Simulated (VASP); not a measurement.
# WS2 in VASP: further runs, part 2 of 2

VASP 6.6.1.

**4. Single point, PBE+D3(BJ) (equal strain along all axes, cell held: +2.0 %, then relaxed in part)**

INCAR

```
PREC     = Accurate       # precision mode
ENCUT    = 520            # plane-wave cutoff, eV
EDIFF    = 1E-6           # SCF threshold, eV
ISMEAR   = 0              # smearing method
SIGMA    = 0.02           # smearing width, eV
LREAL    = False          # projectors in reciprocal space
LASPH    = True           # aspherical terms in the spheres
NELM     = 100            # most SCF steps
ALGO     = Normal         # electronic algorithm
ISIF     = 2              # what is computed and relaxed
LWAVE    = False          # write WAVECAR
LCHARG   = False          # write CHGCAR
GGA      = PE             # functional
IVDW     = 12             # dispersion correction
NBANDS   = 35             # bands
```

KPOINTS

```
regular mesh
0
Gamma
  12 12 4
```

POSCAR

```
WS2
1.0
    3.2172414647      0.0000000000      0.0000000000
   -1.6086207324      2.7862128386      0.0000000000
    0.0000000000      0.0000000000     12.3883841039
W S
2 4
Direct
    0.3333333333      0.6666666667      0.7500023444
    0.6666666667      0.3333333333      0.2499976556
    0.3333333333      0.6666666667      0.1244124366
    0.6666666667      0.3333333333      0.6244168979
    0.3333333333      0.6666666667      0.3755831021
    0.6666666667      0.3333333333      0.8755875634
```

Potentials or basis: VASP PAW PBE potentials, release 64 (W_sv, S).

Command:

```sh
$ cat potpaw_PBE.64/W_sv/POTCAR potpaw_PBE.64/S/POTCAR > POTCAR
$ mpirun -np 1 vasp_std > vasp.out
```

OUTCAR:

```text
PREC = Accurate
   ENCUT = 520
   EDIFF = 1E-6
   ISMEAR = 0
   LREAL = False
   LASPH = True
   NELM = 100
   ISIF = 2
   GGA = PE
   IVDW = 12
 IVDW          = 12

 ion  position               nearest neighbor table
   1  0.333  0.667  0.750-   6 2.42   6 2.42   6 2.42   4 2.42   4 2.42   4 2.42
   2  0.667  0.333  0.250-   3 2.42   3 2.42   3 2.42   5 2.42   5 2.42   5 2.42
   3  0.333  0.667  0.124-   2 2.42   2 2.42   2 2.42
   4  0.667  0.333  0.624-   1 2.42   1 2.42   1 2.42
   5  0.333  0.667  0.376-   2 2.42   2 2.42   2 2.42
   6  0.667  0.333  0.876-   1 2.42   1 2.42   1 2.42

  LATTYP: Found a hexagonal cell.
 ALAT       =     3.2172414647
 C/A-ratio  =     3.8506230383

  Lattice vectors:

 A1 = (   3.2172414647,   0.0000000000,   0.0000000000)
 A2 = (  -1.6086207324,   2.7862128386,   0.0000000000)
 A3 = (   0.0000000000,   0.0000000000,  12.3883841039)

Analysis of symmetry for initial positions (statically):
=====================================================================
 Subroutine PRICEL returns:
 Original cell was already a primitive cell.

 Routine SETGRP: Setting up the symmetry group for a
 hexagonal supercell.

 Subroutine GETGRP returns: Found 24 space group operations
 (whereof 12 operations were pure point group operations)
 out of a pool of 24 trial point group operations.

The static configuration has the point symmetry D_3d.
 The point group associated with its full space group is D_6h.

Analysis of symmetry for dynamics (positions and initial velocities):
=====================================================================
 Subroutine PRICEL returns:
 Original cell was already a primitive cell.

 Routine SETGRP: Setting up the symmetry group for a
 hexagonal supercell.

 Subroutine GETGRP returns: Found 24 space group operations
 (whereof 12 operations were pure point group operations)
 out of a pool of 24 trial point group operations.

The dynamic configuration has the point symmetry D_3d.
 The point group associated with its full space group is D_6h.

 Subroutine INISYM returns: Found 24 space group operations
 (whereof 12 operations are pure point group operations),
 and found     1 'primitive' translations

----------------------------------------------------------------------------------------

                                     Primitive cell

  volume of cell :     111.0485

  direct lattice vectors                    reciprocal lattice vectors
     3.217241465  0.000000000  0.000000000     0.310825286  0.179455063  0.000000000
    -1.608620732  2.786212839  0.000000000     0.000000000  0.358910126  0.000000000
     0.000000000  0.000000000 12.388384104     0.000000000  0.000000000  0.080720778

  length of vectors
     3.217241465  3.217241465 12.388384104     0.358910126  0.358910126  0.080720778

  position of ions in fractional coordinates (direct lattice)
     0.333333333  0.666666667  0.750002344
     0.666666667  0.333333333  0.249997656
     0.333333333  0.666666667  0.124412437
     0.666666667  0.333333333  0.624416898
     0.333333333  0.666666667  0.375583102
     0.666666667  0.333333333  0.875587563

  ion indices of the primitive-cell ions
   primitive index   ion index
                 1           1
[... 35 lines left out ...]
  0.083333 -0.000000  0.000000      6.000000
  0.166667  0.000000  0.000000      6.000000
  0.250000  0.000000  0.000000      6.000000
  0.333333  0.000000  0.000000      6.000000
  0.416667 -0.000000  0.000000      6.000000
[... 16 lines left out ...]
  0.250000  0.000000  0.250000     12.000000
  0.333333  0.000000  0.250000     12.000000
 [... further k-points ...]
   k-points           NKPTS =     57   k-points in BZ     NKDIM =     57   number of bands    NBANDS=     35
   number of dos      NEDOS =    301   number of ions     NIONS =      6
   total plane-waves  NPLWV =  55296
   dimension x,y,z NGX =    24 NGY =   24 NGZ =   96
   dimension x,y,z NGXF=    48 NGYF=   48 NGZF=  192
   ions per type =               2   4
   NGX,Y,Z   is equivalent  to a cutoff of  12.40, 12.40, 12.88 a.u.
   NGXF,Y,Z  is equivalent  to a cutoff of  24.80, 24.80, 25.77 a.u.
 SYSTEM =  unknown system
   PREC   = accura    normal or accurate (medium, high low for compatibility)
   ISTART =      0    job   : 0-new  1-cont  2-samecut
   ICHARG =      2    charge: 1-file 2-atom 10-const
   ISPIN  =      1    spin polarized calculation?
   LNONCOLLINEAR =      F non collinear calculations
   LSORBIT =      F    spin-orbit coupling
   LASPH  =      T    aspherical Exc in radial PAW
   ENCUT  =  520.0 eV  38.22 Ry    6.18 a.u.   5.98  5.98 23.03*2*pi/ulx,y,z
   NELM   =    100;   NELMIN=  2; NELMDL= -5     # of ELM steps
   EDIFF  = 0.1E-05   stopping-criterion for ELM
   LREAL  =      F    real-space projection
   EDIFFG = 0.1E-04   stopping-criterion for IOM
   NSW    =      0    number of steps for IOM
   IBRION =     -1    ionic relax: 0-MD 1-quasi-New 2-CG
   NFREE  =      0    steps in history (QN), initial steepest desc. (CG)
   ISIF   =      2    stress and relaxation
   ISYM   =      2    0-nonsym 1-usesym 2-fastsym
   POTIM  = 0.5000    time-step for ionic-motion
   TEBEG  =    0.0;   TEEND  =   0.0 temperature during run
   PSTRESS=    0.0 pullay stress
   NELECT =      52.0000    total number of electrons
   NUPDOWN=      -1.0000    fix difference up-down
   EMIN   =  10.00;   EMAX   =-10.00  energy-range for DOS
   EFERMI =   0.00;   METHOD = LEGACY
   ISMEAR =     0;   SIGMA  =   0.02  broadening in eV -4-tet -1-fermi 0-gaus
   EFERMI_NEDOS =   21; number of points for ismear=-14 and -15
   IALGO  =     38    algorithm
   IMIX   =      4    mixing-type and parameters
     AMIX     =   0.40;   BMIX     =  1.00
     AMIX_MAG =   1.60;   BMIX_MAG =  1.00
  volume/ion in A,a.u.               =      18.51       124.90
  Fermi-wavevector in a.u.,A,eV,Ry     =   1.271272  2.402355 21.988810  1.616132
  Thomas-Fermi vector in A             =   2.404214
   LORBIT       =      0    0 simple, 1 ext, 2 COOP (PROOUT), +10 PAW based schemes
   GGA     = PE    functional components
   LHFCALC =     F    Hartree Fock is set to
   AEXX    =    0.0000 exact exchange contribution
   IVDW    =    12    specifies the selected vdW correction
   LEPSILON=     F    determine dielectric tensor
   LRPA    =     F    only Hartree local field effects (RPA)
 non-spin polarized calculation
 Gauss-broadening in eV      SIGMA  =   0.02
  energy-cutoff  :      520.00
  volume of cell :      111.05
 maximum number of plane-waves:      3048
 NGX is ok and might be reduce to    24
   NGX = 11   NGY = 11   NGZ = 47

 number of electron      52.0000014 magnetization

 Free energy of the ion-electron system (eV)
  ---------------------------------------------------
  ext. energy  EPLUGINS =         0.00000000
  ---------------------------------------------------
  free energy    TOTEN  =       -47.26185532 eV

  energy without entropy =      -47.26185532  energy(sigma->0) =      -47.26185532

 E-fermi :   7.1241     XC(G=0): -10.7166

 val. band max:        7.0454506115   @ k =   0.0000   0.0000   0.0000
 cond. band min:       8.0016884796   @ k =   0.3333   0.3333   0.0000
 fundamental gap:      0.9562378681
 Fermi energy:         7.1240699080

 k-point     1 :       0.0000    0.0000    0.0000
  band No.  band energies     occupation
      1     -67.7284      2.00000
      2     -67.7284      2.00000
      3     -31.9381      2.00000
      4     -31.9380      2.00000
      5     -31.8262      2.00000
      6     -31.8262      2.00000
[... 901 lines left out ...]
     34      10.8349      0.00000
     35      12.6745      0.00000

 [... further k-points ...]

------------------------ aborting loop because EDIFF is reached ----------------------------------------

 Edisp (eV)   -2.45026

 E8    (eV) :    -1.0291

  FORCE on cell =-STRESS in cart. coord.  units (eV):
  Direction    XX          YY          ZZ          XY          YZ          ZX
  --------------------------------------------------------------------------------------
  -------------------------------------------------------------------------------------
  Total      -3.95651    -3.95651    -0.92104     0.00000     0.00000     0.00000
  in kB     -57.08343   -57.08343   -13.28856     0.00000     0.00000     0.00000
  external pressure =      -42.49 kB  Pullay stress =        0.00 kB

 VOLUME and BASIS-vectors are now :
 -----------------------------------------------------------------------------
  energy-cutoff  :      520.00
  volume of cell :      111.05
      direct lattice vectors                 reciprocal lattice vectors
     3.217241465  0.000000000  0.000000000     0.310825286  0.179455063  0.000000000
    -1.608620732  2.786212839  0.000000000     0.000000000  0.358910126  0.000000000
     0.000000000  0.000000000 12.388384104     0.000000000  0.000000000  0.080720778

 POSITION                                       TOTAL-FORCE (eV/Angst)
 -----------------------------------------------------------------------------------
     -0.00000      1.85748      9.29132        -0.000000     -0.000000     -0.000000
      1.60862      0.92874      3.09707         0.000000      0.000000      0.000000
     -0.00000      1.85748      1.54127         0.000000      0.000000     -0.002570
      1.60862      0.92874      7.73552        -0.000000     -0.000000     -0.002570
     -0.00000      1.85748      4.65287         0.000000      0.000000      0.002570
      1.60862      0.92874     10.84712        -0.000000     -0.000000      0.002570
 -----------------------------------------------------------------------------------
    total drift:                               -0.000602     -0.001043     -0.000366

  FREE ENERGIE OF THE ION-ELECTRON SYSTEM (eV)
  ---------------------------------------------------
  free  energy   TOTEN  =       -49.7121125950 eV

  energy  without entropy=      -49.7121125950  energy(sigma->0) =      -49.71211259
```

Wall time 2.4 min (1 thread of AMD EPYC 9R45 (Zen 5), shared host); peak memory 0.31 GiB.

What came out:

- Free energy: -49.7121 eV
- Pressure: -4.2 GPa
- Band gap on the k mesh: 0.96 eV (least direct gap 1.61 eV)
- Dispersion energy per atom: -0.408 eV

Forces on the atoms (eV/Å):
```
W    0.000  0.000  0.000
W    0.000  0.000  0.000
S    0.000  0.000 -0.003
S    0.000  0.000 -0.003
S    0.000  0.000  0.003
S    0.000  0.000  0.003
```

Levels at points of the mesh, in eV from the valence-band top:
```tsv
k point	band 23	band 24	band 25	band 26	band 27	band 28	band 29	band 30
(0.00, 0.00, 0.00)	-2.40	-1.49	-1.03	0.00	2.08	2.08	2.09	2.09
(0.50, 0.00, 0.00)	-2.18	-2.01	-1.73	-1.53	1.97	2.01	2.37	2.54
(0.00, 0.00, 0.50)	-2.42	-2.42	-0.27	-0.27	2.08	2.08	2.08	2.08
(0.50, 0.00, 0.50)	-2.10	-2.10	-1.61	-1.61	1.99	1.99	2.47	2.47
```

Caveat: the cell differs from its parent crystal (equal strain along all axes, cell held: +2.0 %, then relaxed in part); the cell stands under tension; spin-orbit coupling is left out, which moves the levels of the heavy elements. A k mesh can miss the band edges.
